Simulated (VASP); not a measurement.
# Mg5ZrN2 (F-43m) in VASP: single point with PBE

Aim: the single point of Mg5ZrN2 with PBE.

Everything below comes from runs of VASP 6.6.1. Logs are shortened: lines on timing, memory, paths and dates and some standing lists are left out, and cuts for length are marked.

## Step 1: The cell of the first run

The structure is cubic, space group F-43m (No. 216). Conventional cell: a = 8.947 Å, b = 8.947 Å, c = 8.947 Å, α = 90.00°, β = 90.00°, γ = 90.00°. Within 2.6 Å of Mg (site symmetry 3m) lie 2 N at 1.93 to 1.94 Å. Within 4.9 Å of Mg (site symmetry -43m) lie 12 Mg at 3.71 Å and 4 Zr at 3.87 Å and 10 N at 3.87 to 4.47 Å. Within 4.9 Å of Zr (site symmetry -43m) lie 16 Mg at 3.71 to 3.87 Å and 10 N at 3.87 to 4.47 Å. Within 2.6 Å of N (site symmetry -43m) lie 4 Mg at 1.94 Å. N (site symmetry -43m) has 4 Mg at 1.93 Å within 2.6 Å.

## Step 2: Single point, PBE

The input, INCAR:

```
ALGO     = Normal         # electronic algorithm
EDIFF    = 1E-6           # SCF threshold, eV
ENCUT    = 600            # plane-wave cutoff, eV
GGA      = PE             # functional
GGA_COMPAT= False        
ISIF     = 2              # what is computed and relaxed
ISMEAR   = 0              # smearing method
LASPH    = True           # aspherical terms in the spheres
LCHARG   = True           # write CHGCAR
LELF     = True           # ELF
LREAL    = False          # projectors in reciprocal space
LVHAR    = True         
LWAVE    = False          # write WAVECAR
NBANDS   = 26             # bands
NELM     = 120            # most SCF steps
PREC     = Accurate       # precision mode
SIGMA    = 0.2            # smearing width, eV
```

The input, KPOINTS:

```
k-points
0
Gamma
  4 4 4
```

The input, POSCAR:

```
Mg5ZrN2
1.0
    0.0000000000      4.4736787404      4.4736787404
    4.4736787404      0.0000000000      4.4736787404
    4.4736787404      4.4736787404      0.0000000000
Mg Zr N
5 1 2
Direct
    0.8754213715      0.8754213715      0.8754213715
    0.8754213715      0.8754213715      0.3737358855
    0.8754213715      0.3737358855      0.8754213715
    0.3737358855      0.8754213715      0.8754213715
    0.2500000000      0.2500000000      0.2500000000
    0.5000000000      0.5000000000      0.5000000000
    0.7500000000      0.7500000000      0.7500000000
    0.0000000000      0.0000000000      0.0000000000
```

Potentials or basis: VASP PAW PBE potentials, release 64 (Mg, Zr_sv, N).

Command:

```console
$ cat potpaw_PBE.64/Mg/POTCAR potpaw_PBE.64/Zr_sv/POTCAR potpaw_PBE.64/N/POTCAR > POTCAR
$ mpirun -np 1 vasp_std > vasp.out
```

OUTCAR:

```text
EDIFF = 1E-6
   ENCUT = 600
   GGA = PE
   ISIF = 2
   ISMEAR = 0
   LASPH = True
   LREAL = False
   NELM = 120
   PREC = Accurate

 ion  position               nearest neighbor table
   1  0.875  0.875  0.875-   8 1.93   7 1.94   4 3.15   2 3.15   3 3.15   2 3.17   3 3.17   4 3.17
                             6 3.71   6 3.71   6 3.71
   2  0.875  0.875  0.374-   8 1.93   7 1.94   4 3.15   1 3.15   3 3.15   1 3.17   3 3.17   4 3.17
                             6 3.71   6 3.71   6 3.71
   3  0.875  0.374  0.875-   8 1.93   7 1.94   4 3.15   1 3.15   2 3.15   2 3.17   1 3.17   4 3.17
                             6 3.71   6 3.71   6 3.71
   4  0.374  0.875  0.875-   8 1.93   7 1.94   3 3.15   1 3.15   2 3.15   3 3.17   1 3.17   2 3.17
                             6 3.71   6 3.71   6 3.71
   5  0.250  0.250  0.250-
   6  0.500  0.500  0.500-   4 3.71   3 3.71   2 3.71   3 3.71   2 3.71   4 3.71   1 3.71   1 3.71
                             1 3.71   2 3.71   3 3.71   4 3.71
   7  0.750  0.750  0.750-   2 1.94   3 1.94   4 1.94   1 1.94
   8  0.000  0.000  0.000-   1 1.93   2 1.93   3 1.93   4 1.93

  LATTYP: Found a face centered cubic cell.
 ALAT       =     8.9473574808

  Lattice vectors:

 A1 = (   0.0000000000,   4.4736787404,   4.4736787404)
 A2 = (   4.4736787404,   0.0000000000,   4.4736787404)
 A3 = (   4.4736787404,   4.4736787404,   0.0000000000)

Analysis of symmetry for initial positions (statically):
=====================================================================
 Subroutine PRICEL returns:
 Original cell was already a primitive cell.

 Routine SETGRP: Setting up the symmetry group for a
 face centered cubic supercell.

 Subroutine GETGRP returns: Found 24 space group operations
 (whereof 24 operations were pure point group operations)
 out of a pool of 48 trial point group operations.

The static configuration has the point symmetry T_d .

Analysis of symmetry for dynamics (positions and initial velocities):
=====================================================================
 Subroutine PRICEL returns:
 Original cell was already a primitive cell.

 Routine SETGRP: Setting up the symmetry group for a
 face centered cubic supercell.

 Subroutine GETGRP returns: Found 24 space group operations
 (whereof 24 operations were pure point group operations)
 out of a pool of 48 trial point group operations.

The dynamic configuration has the point symmetry T_d .

 Subroutine INISYM returns: Found 24 space group operations
 (whereof 24 operations are pure point group operations),
 and found     1 'primitive' translations

----------------------------------------------------------------------------------------

                                     Primitive cell

  volume of cell :     179.0706

  direct lattice vectors                    reciprocal lattice vectors
     0.000000000  4.473678740  4.473678740    -0.111764843  0.111764843  0.111764843
     4.473678740  0.000000000  4.473678740     0.111764843 -0.111764843  0.111764843
     4.473678740  4.473678740  0.000000000     0.111764843  0.111764843 -0.111764843

  length of vectors
     6.326737148  6.326737148  6.326737148     0.193582386  0.193582386  0.193582386

  position of ions in fractional coordinates (direct lattice)
     0.875421372  0.875421372  0.875421372
     0.875421372  0.875421372  0.373735885
     0.875421372  0.373735885  0.875421372
     0.373735885  0.875421372  0.875421372
     0.250000000  0.250000000  0.250000000
     0.500000000  0.500000000  0.500000000
     0.750000000  0.750000000  0.750000000
     0.000000000  0.000000000  0.000000000

  ion indices of the primitive-cell ions
   primitive index   ion index
                 1           1
                 2           2
                 3           3
                 4           4
                 5           5
                 6           6
                 7           7
                 8           8

----------------------------------------------------------------------------------------

 KPOINTS: k-points

Automatic generation of k-mesh.
 Grid dimensions read from file:
 generate k-points for:    4    4    4

 Generating k-lattice:

  Cartesian coordinates                     Fractional coordinates (reciprocal lattice)
    -0.027941211  0.027941211  0.027941211     0.250000000  0.000000000  0.000000000
     0.027941211 -0.027941211  0.027941211     0.000000000  0.250000000  0.000000000
     0.027941211  0.027941211 -0.027941211     0.000000000  0.000000000  0.250000000

  Length of vectors
     0.048395596  0.048395596  0.048395596

  Shift w.r.t. Gamma in fractional coordinates (k-lattice)
     0.000000000  0.000000000  0.000000000

 Subroutine IBZKPT returns following result:
 ===========================================

 Found      8 irreducible k-points:

 Following reciprocal coordinates:
            Coordinates               Weight
  0.000000  0.000000  0.000000      1.000000
  0.250000  0.000000  0.000000      8.000000
  0.500000  0.000000  0.000000      4.000000
  0.250000  0.250000  0.000000      6.000000
  0.500000  0.250000  0.000000     24.000000
 -0.250000  0.250000  0.000000     12.000000
  0.500000  0.500000  0.000000      3.000000
 -0.250000  0.500000  0.250000      6.000000
   k-points           NKPTS =      8   k-points in BZ     NKDIM =      8   number of bands    NBANDS=     26
   number of dos      NEDOS =    301   number of ions     NIONS =      8
   total plane-waves  NPLWV = 157464
   dimension x,y,z NGX =    54 NGY =   54 NGZ =   54
   dimension x,y,z NGXF=   108 NGYF=  108 NGZF=  108
   ions per type =               5   1   2
   NGX,Y,Z   is equivalent  to a cutoff of  14.19, 14.19, 14.19 a.u.
   NGXF,Y,Z  is equivalent  to a cutoff of  28.38, 28.38, 28.38 a.u.
 SYSTEM =  unknown system
   PREC   = accura    normal or accurate (medium, high low for compatibility)
   ISTART =      0    job   : 0-new  1-cont  2-samecut
   ICHARG =      2    charge: 1-file 2-atom 10-const
   ISPIN  =      1    spin polarized calculation?
   LNONCOLLINEAR =      F non collinear calculations
   LSORBIT =      F    spin-orbit coupling
   LASPH  =      T    aspherical Exc in radial PAW
   ENCUT  =  600.0 eV  44.10 Ry    6.64 a.u.  12.64 12.64 12.64*2*pi/ulx,y,z
   NELM   =    120;   NELMIN=  2; NELMDL= -5     # of ELM steps
   EDIFF  = 0.1E-05   stopping-criterion for ELM
   LREAL  =      F    real-space projection
[... 7 lines left out ...]
   TEBEG  =    0.0;   TEEND  =   0.0 temperature during run
   PSTRESS=    0.0 pullay stress
   NELECT =      32.0000    total number of electrons
   NUPDOWN=      -1.0000    fix difference up-down
   EMIN   =  10.00;   EMAX   =-10.00  energy-range for DOS
   EFERMI =   0.00;   METHOD = LEGACY
   ISMEAR =     0;   SIGMA  =   0.20  broadening in eV -4-tet -1-fermi 0-gaus
   EFERMI_NEDOS =   21; number of points for ismear=-14 and -15
   IALGO  =     38    algorithm
   IMIX   =      4    mixing-type and parameters
     AMIX     =   0.40;   BMIX     =  1.00
     AMIX_MAG =   1.60;   BMIX_MAG =  1.00
  volume/ion in A,a.u.               =      22.38       151.05
  Fermi-wavevector in a.u.,A,eV,Ry     =   0.922111  1.742538 11.568889  0.850289
  Thomas-Fermi vector in A             =   2.047602
   LORBIT       =      0    0 simple, 1 ext, 2 COOP (PROOUT), +10 PAW based schemes
   GGA     = PE    functional components
   LHFCALC =     F    Hartree Fock is set to
   AEXX    =    0.0000 exact exchange contribution
   IVDW    =     0    specifies the selected vdW correction
   LEPSILON=     F    determine dielectric tensor
   LRPA    =     F    only Hartree local field effects (RPA)
 non-spin polarized calculation
 Gauss-broadening in eV      SIGMA  =   0.20
  energy-cutoff  :      600.00
  volume of cell :      179.07
 maximum number of plane-waves:      6008
 NGX is ok and might be reduce to    54
   NGX = 25   NGY = 25   NGZ = 25

 number of electron      31.9999999 magnetization

 Free energy of the ion-electron system (eV)
  ---------------------------------------------------
  ext. energy  EPLUGINS =         0.00000000
  ---------------------------------------------------
  free energy    TOTEN  =       -31.05140107 eV

  energy without entropy =      -30.83948125  energy(sigma->0) =      -30.94544116

 E-fermi :   2.6280     XC(G=0):  -8.4632

 val. band max:        2.6106929203   @ k =   0.0000   0.0000   0.0000
 cond. band min:       2.6594209309   @ k =   0.2500   0.2500   0.0000
 fundamental gap:      0.0487280106
 Fermi energy:         2.6280210148

 k-point     1 :       0.0000    0.0000    0.0000
  band No.  band energies     occupation
      1     -47.4567      2.00000
      2     -25.4188      2.00000
      3     -25.4188      2.00000
      4     -25.4188      2.00000
      5     -11.2288      2.00000
      6     -10.6478      2.00000
[... 18 lines left out ...]
     25       5.5879      0.00000
     26       6.4175      0.00000

 k-point     2 :       0.2500    0.0000    0.0000
  band No.  band energies     occupation
      1     -47.4567      2.00000
      2     -25.4189      2.00000
      3     -25.4188      2.00000
      4     -25.4188      2.00000
      5     -11.1813      2.00000
      6     -10.6958      2.00000
[... 18 lines left out ...]
     25       6.6998      0.00000
     26       6.8470      0.00000

 k-point     3 :       0.5000    0.0000    0.0000
  band No.  band energies     occupation
      1     -47.4567      2.00000
      2     -25.4189      2.00000
      3     -25.4188      2.00000
      4     -25.4188      2.00000
      5     -11.1222      2.00000
      6     -10.7555      2.00000
[... 108 lines left out ...]
 k-point     7 :       0.5000    0.5000    0.0000
  band No.  band energies     occupation
      1     -47.4567      2.00000
      2     -25.4189      2.00000
      3     -25.4188      2.00000
      4     -25.4188      2.00000
      5     -11.0705      2.00000
      6     -10.8082      2.00000
[... 18 lines left out ...]
     25       7.5781      0.00000
     26       7.5781      0.00000

 k-point     8 :      -0.2500    0.5000    0.2500
  band No.  band energies     occupation
      1     -47.4567      2.00000
      2     -25.4189      2.00000
      3     -25.4189      2.00000
      4     -25.4188      2.00000
      5     -11.0705      2.00000
      6     -10.8080      2.00000
[... 18 lines left out ...]
     25       6.2188      0.00000
     26       7.0626      0.00000

------------------------ aborting loop because EDIFF is reached ----------------------------------------

  FORCE on cell =-STRESS in cart. coord.  units (eV):
  Direction    XX          YY          ZZ          XY          YZ          ZX
  --------------------------------------------------------------------------------------
  -------------------------------------------------------------------------------------
  Total        0.0232158      0.0232158      0.0232158     -0.0000000     -0.0000000     -0.0000000
  in kB        0.2077158      0.2077158      0.2077158     -0.0000000     -0.0000000     -0.0000000
  external PRESSURE =       0.2077158 kB  Pullay stress =       0.0000000 kB

 VOLUME and BASIS-vectors are now :
 -----------------------------------------------------------------------------
  energy-cutoff  :      600.00
  volume of cell :      179.07
      direct lattice vectors                 reciprocal lattice vectors
     0.000000000  4.473678740  4.473678740    -0.111764843  0.111764843  0.111764843
     4.473678740  0.000000000  4.473678740     0.111764843 -0.111764843  0.111764843
     4.473678740  4.473678740  0.000000000     0.111764843  0.111764843 -0.111764843

 POSITION                                       TOTAL-FORCE (eV/Angst)
 -----------------------------------------------------------------------------------
      7.83271      7.83271      7.83271        -0.000416     -0.000416     -0.000416
      5.58833      5.58833      7.83271         0.000416      0.000416     -0.000416
      5.58833      7.83271      5.58833         0.000416     -0.000416      0.000416
      7.83271      5.58833      5.58833        -0.000416      0.000416      0.000416
      2.23684      2.23684      2.23684        -0.000000     -0.000000     -0.000000
      4.47368      4.47368      4.47368        -0.000000     -0.000000     -0.000000
      6.71052      6.71052      6.71052        -0.000000     -0.000000     -0.000000
      0.00000      0.00000      0.00000        -0.000000     -0.000000     -0.000000
 -----------------------------------------------------------------------------------
    total drift:                               -0.000000     -0.000000     -0.000000

  FREE ENERGIE OF THE ION-ELECTRON SYSTEM (eV)
  ---------------------------------------------------
  free  energy   TOTEN  =       -31.0514010728 eV

  energy  without entropy=      -30.8394812496  energy(sigma->0) =      -30.94544116
```

Run time: 1.9 min. Hardware: 1 thread of Intel Xeon Platinum 8488C (Sapphire Rapids), shared host; peak memory 0.4 GiB.

What came out:

| Property | Result |
| --- | --- |
| Free energy | -31.0514 eV |
| Pressure | 0.0 GPa |
| Band gap on the k mesh | zero (band 16 reaches 2.66 eV, above the bottom of band 17 at 2.61 eV) |

Levels at points of the mesh, in eV from the Fermi level:
```csv
k point,band 13,band 14,band 15,band 16,band 17,band 18,band 19,band 20
"(0.00, 0.00, 0.00)",-3.05,-0.34,-0.34,-0.02,-0.02,-0.02,1.78,1.78
"(0.50, 0.00, 0.00)",-1.86,-1.26,-0.21,-0.21,0.19,0.31,0.31,1.06
"(0.50, 0.50, 0.00)",-1.65,-1.11,-0.53,-0.12,0.07,0.25,0.25,1.13
```
